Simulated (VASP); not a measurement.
# BeZn2Se3 in VASP: further runs

The runs below take BeZn2Se3 through single point, with PBE.

All numbers are computed with VASP 6.6.1; they aren't measurements. Logs are shortened: lines on timing, memory, paths and dates and some standing lists are left out, and cuts for length are marked.

**1. The cell of the first run**

The structure is trigonal, space group P31m (No. 157). The conventional cell has a = 6.773 Å, b = 6.773 Å, c = 6.447 Å, α = 90.00°, β = 90.00°, γ = 120.00°. Within 3.0 Å of Be (site symmetry 3) lie 4 Se at 2.25 to 2.30 Å. Within 3.2 Å of Zn (site symmetry m) lie 4 Se at 2.44 to 2.47 Å. Zn (site symmetry 3m) has 4 Se at 2.47 to 2.53 Å within 3.3 Å. Within 3.0 Å of Se (site symmetry m) lie 2 Be at 2.30 Å and 2 Zn at 2.47 to 2.53 Å. Within 3.0 Å of Se (site symmetry 3) lie 1 Be at 2.25 Å and 3 Zn at 2.44 Å. Se (site symmetry 3m) has 4 Zn at 2.44 to 2.47 Å within 3.2 Å.

**2. Single point, PBE**

Contents of INCAR:

```
ALGO = Normal
EDIFF = 1E-7
ENCUT = 520
GGA = PE
ISIF = 2
ISMEAR = 0
LASPH = True
LCHARG = True
LELF = True
LREAL = False
LVHAR = True
LWAVE = False
NBANDS = 56
NELM = 60
PREC = Accurate
SIGMA = 0.1
```

Contents of KPOINTS:

```
k-points
0
Gamma
  2 3 3
```

Contents of POSCAR:

```
BeZn2Se3
1.0
    0.0000000000      0.0000000000      6.4466022000
    6.7729402164      0.0000000000      0.0000000000
   -3.3864701082      5.8655382858      0.0000000000
Be Zn Se
2 4 6
Direct
    0.4996150000      0.6666666667      0.3333333333
    0.4996150000      0.3333333333      0.6666666667
    0.0033280000      0.3415500000      0.3415500000
    0.0033280000      1.0000000000      0.6584500000
    0.0033280000      0.6584500000      0.0000000000
    0.4994360000      0.0000000000      0.0000000000
    0.3867860000      0.3578350000      0.3578350000
    0.3867860000      0.0000000000      0.6421650000
    0.3867860000      0.6421650000      0.0000000000
    0.8488520000      0.6666666667      0.3333333333
    0.8488520000      0.3333333333      0.6666666667
    0.8832870000      0.0000000000      0.0000000000
```

Potentials or basis: VASP PAW PBE potentials, release 64 (Be, Zn, Se).

Command:

```
$ cat potpaw_PBE.64/Be/POTCAR potpaw_PBE.64/Zn/POTCAR potpaw_PBE.64/Se/POTCAR > POTCAR
$ mpirun -np 1 vasp_std > vasp.out
```

OUTCAR:

```text
EDIFF = 1E-7
   ENCUT = 520
   GGA = PE
   ISIF = 2
   ISMEAR = 0
   LASPH = True
   LREAL = False
   NELM = 60
   PREC = Accurate

 ion  position               nearest neighbor table
   1  0.500  0.667  0.333-  10 2.25   9 2.30   8 2.30   7 2.30
   2  0.500  0.333  0.667-  11 2.25   8 2.30   9 2.30   7 2.30
   3  0.003  0.342  0.342-  12 2.44  10 2.44  11 2.44   7 2.47
   4  0.003  0.000  0.658-  12 2.44  11 2.44  10 2.44   8 2.47
   5  0.003  0.658  0.000-  12 2.44  10 2.44  11 2.44   9 2.47
   6  0.499  0.000  0.000-  12 2.47   9 2.53   7 2.53   8 2.53
   7  0.387  0.358  0.358-   1 2.30   2 2.30   3 2.47   6 2.53
   8  0.387  0.000  0.642-   2 2.30   1 2.30   4 2.47   6 2.53
   9  0.387  0.642  0.000-   1 2.30   2 2.30   5 2.47   6 2.53
  10  0.849  0.667  0.333-   1 2.25   5 2.44   4 2.44   3 2.44
  11  0.849  0.333  0.667-   2 2.25   4 2.44   5 2.44   3 2.44
  12  0.883  0.000  0.000-   5 2.44   4 2.44   3 2.44   6 2.47

  LATTYP: Found a hexagonal cell.
 ALAT       =     6.7729402164
 C/A-ratio  =     0.9518173783

  Lattice vectors:

 A1 = (   6.7729402164,   0.0000000000,   0.0000000000)
 A2 = (  -3.3864701082,   5.8655382858,   0.0000000000)
 A3 = (   0.0000000000,   0.0000000000,   6.4466022000)

Analysis of symmetry for initial positions (statically):
=====================================================================
 Subroutine PRICEL returns:
 Original cell was already a primitive cell.

 Routine SETGRP: Setting up the symmetry group for a
 hexagonal supercell.

 Subroutine GETGRP returns: Found  6 space group operations
 (whereof  6 operations were pure point group operations)
 out of a pool of 24 trial point group operations.

The static configuration has the point symmetry C_3v.

Analysis of symmetry for dynamics (positions and initial velocities):
=====================================================================
 Subroutine PRICEL returns:
 Original cell was already a primitive cell.

 Routine SETGRP: Setting up the symmetry group for a
 hexagonal supercell.

 Subroutine GETGRP returns: Found  6 space group operations
 (whereof  6 operations were pure point group operations)
 out of a pool of 24 trial point group operations.

The dynamic configuration has the point symmetry C_3v.

 Subroutine INISYM returns: Found  6 space group operations
 (whereof  6 operations are pure point group operations),
 and found     1 'primitive' translations

----------------------------------------------------------------------------------------

                                     Primitive cell

  volume of cell :     256.1038

  direct lattice vectors                    reciprocal lattice vectors
     0.000000000  0.000000000  6.446602200     0.000000000  0.000000000  0.155120476
     6.772940216  0.000000000  0.000000000     0.147646365  0.085243668  0.000000000
    -3.386470108  5.865538286  0.000000000     0.000000000  0.170487337  0.000000000

  length of vectors
     6.446602200  6.772940216  6.772940216     0.155120476  0.170487337  0.170487337

  position of ions in fractional coordinates (direct lattice)
     0.499615000  0.666666667  0.333333333
     0.499615000  0.333333333  0.666666667
     0.003328000  0.341550000  0.341550000
     0.003328000  0.000000000  0.658450000
     0.003328000  0.658450000  0.000000000
     0.499436000  0.000000000  0.000000000
     0.386786000  0.357835000  0.357835000
     0.386786000  0.000000000  0.642165000
     0.386786000  0.642165000  0.000000000
     0.848852000  0.666666667  0.333333333
     0.848852000  0.333333333  0.666666667
     0.883287000  0.000000000  0.000000000

  ion indices of the primitive-cell ions
   primitive index   ion index
                 1           1
                 2           2
                 3           3
                 4           4
                 5           5
                 6           6
                 7           7
                 8           8
                 9           9
                10          10
                11          11
                12          12

[... 57 lines left out ...]
      4     -10.2224      2.00000
      5     -10.2177      2.00000
      6     -10.2177      2.00000
[... 48 lines left out ...]
     55       8.8163      0.00000
     56       9.0624      0.00000

 k-point     2 :       0.5000    0.0000    0.0000
  band No.  band energies     occupation
      1     -11.0375      2.00000
      2     -10.8756      2.00000
      3     -10.2383      2.00000
      4     -10.2126      2.00000
      5     -10.2025      2.00000
      6     -10.2025      2.00000
[... 48 lines left out ...]
     55       7.9992      0.00000
     56       8.0546      0.00000

 k-point     3 :       0.0000    0.3333    0.0000
  band No.  band energies     occupation
      1     -11.1423      2.00000
      2     -10.6173      2.00000
      3     -10.4320      2.00000
      4     -10.3183      2.00000
      5     -10.1523      2.00000
      6     -10.1418      2.00000
[... 48 lines left out ...]
     55       7.9479      0.00000
     56       8.1423      0.00000

 k-point     4 :       0.5000    0.3333    0.0000
  band No.  band energies     occupation
      1     -10.8487      2.00000
      2     -10.6949      2.00000
      3     -10.4327      2.00000
      4     -10.3410      2.00000
      5     -10.2892      2.00000
      6     -10.2539      2.00000
[... 48 lines left out ...]
     55       7.6496      0.00000
     56       8.0936      0.00000

 k-point     5 :       0.0000    0.3333    0.3333
  band No.  band energies     occupation
      1     -10.8137      2.00000
      2     -10.8137      2.00000
      3     -10.6743      2.00000
      4     -10.1844      2.00000
      5     -10.1844      2.00000
      6     -10.1741      2.00000
[... 48 lines left out ...]
     55       8.1449      0.00000
     56       8.1449      0.00000

 k-point     6 :       0.5000    0.3333    0.3333
  band No.  band energies     occupation
      1     -10.5972      2.00000
      2     -10.5972      2.00000
      3     -10.4706      2.00000
      4     -10.4320      2.00000
      5     -10.4320      2.00000
      6     -10.3819      2.00000
[... 48 lines left out ...]
     55       7.6649      0.00000
     56       7.6649      0.00000

------------------------ aborting loop because EDIFF is reached ----------------------------------------

  FORCE on cell =-STRESS in cart. coord.  units (eV):
  Direction    XX          YY          ZZ          XY          YZ          ZX
  --------------------------------------------------------------------------------------
  -------------------------------------------------------------------------------------
  Total        0.3097468      0.3097468      0.2278261      0.0000000      0.0000000      0.0000000
  in kB        1.9377661      1.9377661      1.4252731      0.0000000      0.0000000      0.0000000
  external PRESSURE =       1.7669351 kB  Pullay stress =       0.0000000 kB

 VOLUME and BASIS-vectors are now :
 -----------------------------------------------------------------------------
  energy-cutoff  :      520.00
  volume of cell :      256.10
      direct lattice vectors                 reciprocal lattice vectors
     0.000000000  0.000000000  6.446602200     0.000000000  0.000000000  0.155120476
     6.772940216  0.000000000  0.000000000     0.147646365  0.085243668  0.000000000
    -3.386470108  5.865538286  0.000000000     0.000000000  0.170487337  0.000000000

 POSITION                                       TOTAL-FORCE (eV/Angst)
 -----------------------------------------------------------------------------------
      3.38647      1.95518      3.22082         0.000000     -0.000000     -0.013733
     -0.00000      3.91036      3.22082         0.000000     -0.000000     -0.013733
      1.15665      2.00337      0.02145        -0.000279     -0.000483      0.012160
     -2.22982      3.86216      0.02145        -0.000279      0.000483      0.012160
      4.45964      0.00000      0.02145         0.000558     -0.000000      0.012160
      0.00000      0.00000      3.21967        -0.000000     -0.000000     -0.007797
      1.21180      2.09889      2.49346        -0.005739     -0.009940      0.003300
     -2.17467      3.76664      2.49346        -0.005739      0.009940      0.003300
      4.34935      0.00000      2.49346         0.011478     -0.000000      0.003300
      3.38647      1.95518      5.47221         0.000000     -0.000000     -0.008474
     -0.00000      3.91036      5.47221         0.000000     -0.000000     -0.008474
      0.00000      0.00000      5.69420        -0.000000     -0.000000      0.005830
 -----------------------------------------------------------------------------------
    total drift:                               -0.000011      0.000044     -0.004179

  FREE ENERGIE OF THE ION-ELECTRON SYSTEM (eV)
  ---------------------------------------------------
  free  energy   TOTEN  =       -41.4854477655 eV

  energy  without entropy=      -41.4854477655  energy(sigma->0) =      -41.48544777
```

Wall time 72 s (1 thread of Intel Xeon Platinum 8488C (Sapphire Rapids), shared host); peak memory 0.37 GiB.

What came out:

```
Free energy            : -41.4854 eV
Pressure               : 0.2 GPa
Largest force          : 0.014 eV/Å
Band gap on the k mesh : 1.87 eV
```

Forces on the atoms (eV/Å):
```
Be   0.000  0.000 -0.014
Be   0.000  0.000 -0.014
Zn   0.000  0.000  0.012
Zn   0.000  0.000  0.012
Zn   0.001  0.000  0.012
Zn   0.000  0.000 -0.008
Se  -0.006 -0.010  0.003
Se  -0.006  0.010  0.003
Se   0.011  0.000  0.003
Se   0.000  0.000 -0.008
Se   0.000  0.000 -0.008
Se   0.000  0.000  0.006
```

Levels at points of the mesh, in eV from the valence-band top:
```csv
k point,band 40,band 41,band 42,band 43,band 44,band 45,band 46,band 47,band 48,band 49
"(0.00, 0.00, 0.00)",-1.11,-1.11,-0.27,0.00,0.00,1.87,2.59,3.65,3.65,5.07
"(0.50, 0.00, 0.00)",-1.28,-0.88,-0.88,-0.30,-0.30,2.86,3.36,3.54,3.54,4.06
```

Caveat: the k points lie up to 0.49 Å⁻¹ apart.

**3. Single point, PBE**

Contents of INCAR:

```
SYSTEM = BeZn2Se3
PREC     = Accurate       ! precision mode
ENCUT    = 520            ! plane-wave cutoff, eV
EDIFF    = 1E-6           ! SCF threshold, eV
ISMEAR   = 0              ! smearing method
SIGMA    = 0.1            ! smearing width, eV
LREAL    = .FALSE.        ! projectors in reciprocal space
LASPH    = .TRUE.         ! aspherical terms in the spheres
NELM     = 60             ! most SCF steps
ALGO     = Normal         ! electronic algorithm
ISIF     = 2              ! what is computed and relaxed
LWAVE    = .FALSE.        ! write WAVECAR
LCHARG   = .FALSE.        ! write CHGCAR
GGA      = PE             ! functional
NBANDS   = 56             ! bands
```

Contents of KPOINTS:

```
regular mesh
0
G
  3 3 4
  0 0 0
```

Contents of POSCAR:

```
BeZn2Se3
1.0
    6.7729402000      0.0000000000      0.0000000000
   -3.3864701000      5.8655383000      0.0000000000
    0.0000000000      0.0000000000      6.4466022000
Be Zn Se
2 4 6
Direct
    0.6666667000      0.3333333000      0.4996150000
    0.3333333000      0.6666667000      0.4996150000
    0.3415500000      0.3415500000      0.0033280000
    0.0000000000      0.6584500000      0.0033280000
    0.6584500000      0.0000000000      0.0033280000
    0.0000000000      0.0000000000      0.4994360000
    0.3578350000      0.3578350000      0.3867860000
    0.0000000000      0.6421650000      0.3867860000
    0.6421650000      0.0000000000      0.3867860000
    0.6666667000      0.3333333000      0.8488520000
    0.3333333000      0.6666667000      0.8488520000
    0.0000000000      0.0000000000      0.8832870000
```

Potentials or basis: VASP PAW PBE potentials, release 64 (Be, Zn, Se).

Command:

```
$ cat potpaw_PBE.64/Be/POTCAR potpaw_PBE.64/Zn/POTCAR potpaw_PBE.64/Se/POTCAR > POTCAR
$ mpirun -np 1 vasp_std > vasp.out
```

Run time: 1.9 min. Hardware: 1 thread of Intel Xeon Platinum 8488C (Sapphire Rapids), shared host; peak memory 0.4 GiB.

It converged, with:

```
Free energy            : -41.4872 eV
Pressure               : 0.2 GPa
Largest force          : 0.013 eV/Å
Band gap on the k mesh : 1.86 eV
```

Forces in eV/Å, atoms in the order of the input:
```
Be   0.000  0.000 -0.005
Be   0.000  0.000 -0.005
Zn   0.000  0.000  0.002
Zn   0.000  0.000  0.002
Zn   0.000  0.000  0.002
Zn   0.000  0.000 -0.002
Se   0.004  0.007  0.010
Se   0.004 -0.007  0.010
Se  -0.009  0.000  0.010
Se   0.000  0.000 -0.012
Se   0.000  0.000 -0.012
Se   0.000  0.000 -0.001
```

Levels at points of the mesh, in eV from the valence-band top:
| k point | band 41 | band 42 | band 43 | band 44 | band 45 | band 46 | band 47 | band 48 |
| --- | --- | --- | --- | --- | --- | --- | --- | --- |
| (0.00, 0.00, 0.00) | -1.11 | -0.27 | 0.00 | 0.00 | 1.86 | 2.59 | 3.65 | 3.65 |
| (0.00, 0.00, 0.50) | -0.88 | -0.88 | -0.30 | -0.30 | 2.85 | 3.36 | 3.54 | 3.54 |

**4. Single point, PBE**

Contents of INCAR:

```
  ALGO = Normal
  EDIFF = 1E-7
  ENCUT = 520
  GGA = PE
  ISIF = 2
  ISMEAR = 0
  LASPH = T
  LCHARG = F
  LREAL = F
  LWAVE = F
  NBANDS = 56
  NELM = 60
  PREC = Accurate
  SIGMA = 0.1
```

Contents of KPOINTS:

```
k-points
0
Gamma
  2 3 3
```

Contents of POSCAR:

```
BeZn2Se3
1.0
   -0.0019057284      0.0008577296      6.4418129829
    6.7731017976      0.0002911280     -0.0021234471
   -3.3863698284      5.8673128745      0.0016666185
Be Zn Se
2 4 6
Direct
    0.4994598728      0.6666566977      0.3333741818
    0.4994726603      0.3333196223      0.6667188261
    0.0032575488      0.3415410554      0.3413892283
    0.0032724453      1.0001230923      0.6583857925
    0.0032902403      0.6584076639     -0.0000652824
    0.4995203718     -0.0000002414      0.0000719130
    0.3867787471      0.3575562846      0.3576530582
    0.3868061237      0.0000005327      0.6425041536
    0.3867946926      0.6423416139      0.0000612036
    0.8488999108      0.6667129906      0.3333557905
    0.8489141052      0.3333896399      0.6666257468
    0.8835322812     -0.0000489518     -0.0000746120
```

Command:

```
$ cat potpaw_PBE.64/Be/POTCAR potpaw_PBE.64/Zn/POTCAR potpaw_PBE.64/Se/POTCAR > POTCAR
$ mpirun -np 1 vasp_std > vasp.out
```

Wall time 2 min (1 thread of Intel Xeon Platinum 8488C (Sapphire Rapids), shared host); peak memory 0.4 GiB.

It converged, with:

```yaml
Free_energy: -41.4854 eV
Pressure: 0.2 GPa
Largest_force: 0.012 eV/Å
Band_gap_on_the_k_mesh: 1.87 eV
```

Forces on the atoms (eV/Å):
```
Be   0.000  0.001 -0.012
Be   0.001  0.000 -0.012
Zn  -0.001  0.001  0.010
Zn  -0.003  0.001  0.010
Zn   0.001  0.001  0.010
Zn   0.001  0.000 -0.006
Se  -0.001 -0.001  0.008
Se  -0.002 -0.001  0.007
Se   0.001  0.000  0.007
Se   0.001 -0.001 -0.011
Se   0.000  0.000 -0.012
Se   0.002  0.000  0.000
```

Levels at points of the mesh, in eV from the valence-band top:
```csv
k point,band 41,band 42,band 43,band 44,band 45,band 46,band 47,band 48
"(0.00, 0.00, 0.00)",-1.11,-0.26,0.00,0.00,1.87,2.59,3.66,3.66
"(0.50, 0.00, 0.00)",-0.88,-0.88,-0.30,-0.30,2.86,3.36,3.55,3.55
```

Caveat: the k points lie up to 0.49 Å⁻¹ apart.

**5. Single point, PBE**

Contents of INCAR:

```
PREC     = Accurate       # precision mode
ENCUT    = 520            # plane-wave cutoff, eV
EDIFF    = 1E-6           # SCF threshold, eV
ISMEAR   = 0              # smearing method
SIGMA    = 0.02           # smearing width, eV
LREAL    = F              # projectors in reciprocal space
LASPH    = T              # aspherical terms in the spheres
NELM     = 60             # most SCF steps
ALGO     = Normal         # electronic algorithm
ISIF     = 2              # what is computed and relaxed
LWAVE    = F              # write WAVECAR
LCHARG   = F              # write CHGCAR
GGA      = PE             # functional
NBANDS   = 56             # bands
```

Contents of KPOINTS:

```
regular mesh
0
Gamma
  6 6 4
```

Contents of POSCAR:

```
BeZn2Se3
1.0
    6.7729402164      0.0000000000      0.0000000000
   -3.3864701082      5.8655382858      0.0000000000
    0.0000000000      0.0000000000      6.4466022000
Be Zn Se
2 4 6
Direct
    0.6666666667      0.3333333333      0.4996150000
    0.3333333333      0.6666666667      0.4996150000
    0.3415500000      0.3415500000      0.0033280000
    0.0000000000      0.6584500000      0.0033280000
    0.6584500000      0.0000000000      0.0033280000
    0.0000000000      0.0000000000      0.4994360000
    0.3578350000      0.3578350000      0.3867860000
    0.0000000000      0.6421650000      0.3867860000
    0.6421650000      0.0000000000      0.3867860000
    0.6666666667      0.3333333333      0.8488520000
    0.3333333333      0.6666666667      0.8488520000
    0.0000000000      0.0000000000      0.8832870000
```

Command:

```
$ cat potpaw_PBE.64/Be/POTCAR potpaw_PBE.64/Zn/POTCAR potpaw_PBE.64/Se/POTCAR > POTCAR
$ mpirun -np 1 vasp_std > vasp.out
```

Run time: 4.5 min. Hardware: 1 thread of Intel Xeon Platinum 8488C (Sapphire Rapids), shared host; peak memory 0.49 GiB.

It converged, with:

```
Free energy            : -41.4977 eV
Pressure               : 0.2 GPa
Largest force          : 0.011 eV/Å
Band gap on the k mesh : 1.86 eV
```

Forces in eV/Å, atoms in the order of the input:
```
Be   0.000  0.000 -0.005
Be   0.000  0.000 -0.005
Zn   0.000  0.000  0.002
Zn   0.000  0.000  0.002
Zn   0.000  0.000  0.002
Zn   0.000  0.000 -0.003
Se   0.004  0.006  0.009
Se   0.004 -0.006  0.009
Se  -0.007  0.000  0.009
Se   0.000  0.000 -0.008
Se   0.000  0.000 -0.008
Se   0.000  0.000 -0.002
```

Levels at points of the mesh, in eV from the valence-band top:
```csv
k point,band 42,band 43,band 44,band 45,band 46,band 47
"(0.00, 0.00, 0.00)",-0.27,0.00,0.00,1.86,2.59,3.65
"(0.50, 0.00, 0.00)",-0.93,-0.91,-0.82,2.81,3.61,4.01
"(0.00, 0.00, 0.50)",-0.88,-0.30,-0.30,2.85,3.36,3.54
"(0.50, 0.00, 0.50)",-1.45,-1.37,-1.36,2.71,3.09,3.79
```

**6. Overview**

```csv
cell,k mesh,smearing,gap on the mesh (eV),pressure (GPa),largest force (eV/Å)
"a = 6.447, b = 6.773, c = 6.773 Å, angles 120.0, 90.0, 90.0°, 12 atoms, atomic positions A",2 × 3 × 3,gaussian 0.1 eV,1.87,0.2,0.01
"a = 6.773, b = 6.773, c = 6.447 Å, angles 90.0, 90.0, 120.0°, 12 atoms, atomic positions A",3 × 3 × 4,gaussian 0.1 eV,1.86,0.2,0.01
"a = 6.442, b = 6.773, c = 6.774 Å, angles 120.0, 90.0, 90.0°, 12 atoms, atomic positions B",2 × 3 × 3,gaussian 0.1 eV,1.87,0.2,0.01
"a = 6.773, b = 6.773, c = 6.447 Å, angles 90.0, 90.0, 120.0°, 12 atoms, atomic positions A",6 × 6 × 4,gaussian 0.02 eV,1.86,0.2,0.01
```

Alike in all rows: task single point; level PBE; potentials or basis VASP PAW PBE potentials, release 64 (Be, Zn, Se); no spin polarisation; cutoff (eV) 520.

Caveats: some runs use coarse meshes.

Total energies depend on the potentials used, so only differences within one code and one set of settings carry meaning.
